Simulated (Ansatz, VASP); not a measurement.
# TiB2N3: VASP beside Ansatz

```
Ti B N
1.0
     2.80768    0.00000    0.00000
     0.00000    2.80768    0.00000
     0.00000    0.00000    6.62772
Ti B N
1 2 3
Direct
  0.50000 0.50000 0.50000
  0.50000 0.50000 0.87595
  0.50000 0.50000 0.12405
  0.00000 0.00000 0.00000
  0.00000 0.00000 0.60579
  0.00000 0.00000 0.39421
```

Change from the starting cell: species swapped into the MgSc3Ru2 type (P4/mmm, No. 123).

Alike in both runs: functional PBE; k mesh 6 × 6 × 4; occupations gaussian, width 0.1 eV; no spin polarisation.

Ansatz relaxed the structure, and its values are those at the end. VASP's run is a single point on that final structure, the one shown.

|  | VASP | Ansatz |
| --- | --- | --- |
| version | VASP 6.6.1 | Ansatz 0.2.0 |
| potentials or method | VASP PAW PBE potentials, release 64 (Ti_sv, B_h, N_h), cutoff 910 eV | scalar-relativistic, plane waves, PAW |
| valence electrons in the cell | 33 | 33 |

Ansatz gave:

```
gap on the k mesh at the Fermi level (eV) : none
rms of the force components (eV/Å)        : 0.002
```

Problem. Estimate VASP's values.

Solution. gap on the k mesh at the Fermi level (eV): none; rms of the force components (eV/Å): 0.023.

A gap of «none» marks a metal or a gap that the smearing closes.

The k mesh is coarse, so the values compare programs but aren't converged. Noted on VASP's run: the cutoff is short for stress, so the pressure is rough.
